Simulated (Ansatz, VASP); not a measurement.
TePb in VASP and in Ansatz

```xyz
2
Lattice="0.0000 3.1650 3.1650 3.1650 0.0000 3.1650 3.1650 3.1650 0.0000" Properties=species:S:1:pos:R:3 pbc="T T T"
Pb    0.0000    0.0000    0.0000
Te    3.1650    3.1650    3.1650
```

Alike in both runs: task single point; functional BLYP; k mesh 7 × 7 × 7; occupations fermi-dirac, width 0.05 eV; no spin polarisation.

|  | VASP | Ansatz |
| --- | --- | --- |
| version | VASP 6.6.1 | Ansatz 0.2.0 |
| potentials or method | VASP PAW PBE potentials, release 64 (Pb_d, Te) | Ansatz PAW |
| plane-wave cutoff (eV) | 520 | 420 |
| valence electrons in the cell | 20 | 30 |

VASP gave:

```
pressure (GPa) : 9.4
```

Problem. What did Ansatz give for the same quantities?

Solution. Pressure (GPa): 9.2.

VASP's potentials were made for PBE, not for BLYP. With one functional, cell and mesh, what is left measures potentials, basis and numerics. VASP's potentials hold 20 valence electrons a cell and Ansatz's 30, so a difference there can come from the potentials and not from the codes.

Neither program's run includes spin-orbit coupling.
